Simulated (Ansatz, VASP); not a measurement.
AlN: VASP beside Ansatz

```
Al N
1.0
     3.28160    0.00000    0.00000
    -1.64080    2.84195    0.00000
     0.00000    0.00000    4.01580
Al N
2 2
Direct
  0.33333 0.66667 0.75000
  0.66667 0.33333 0.25000
  0.33333 0.66667 0.25000
  0.66667 0.33333 0.75000
```

Alike in both runs: task single point; functional PBEsol; k mesh 9 × 9 × 6; occupations gaussian, width 0.05 eV; no spin polarisation.

|  | VASP | Ansatz |
| --- | --- | --- |
| version | VASP 6.6.1 | Ansatz 0.2.0 |
| potentials or method | VASP PAW PBE potentials, release 64 (Al, N), cutoff 520 eV | scalar-relativistic, plane waves, PAW |
| valence electrons in the cell | 16 | 16 |

Ansatz gave:

* gap on the k mesh at the Fermi level (eV): 3.69
* least direct gap on the mesh (eV): 3.69
* pressure (GPa): 9.6
* traceless stress, the component that is largest in VASP (GPa): 3.36

Task: Which values does VASP return?

Result: gap on the k mesh at the Fermi level (eV): 3.70; least direct gap on the mesh (eV): 3.70; pressure (GPa): 9.6; traceless stress, the component that is largest in VASP (GPa): 3.41.

VASP's potentials were made for PBE, not for PBEsol, and Ansatz warns of the same on its side.
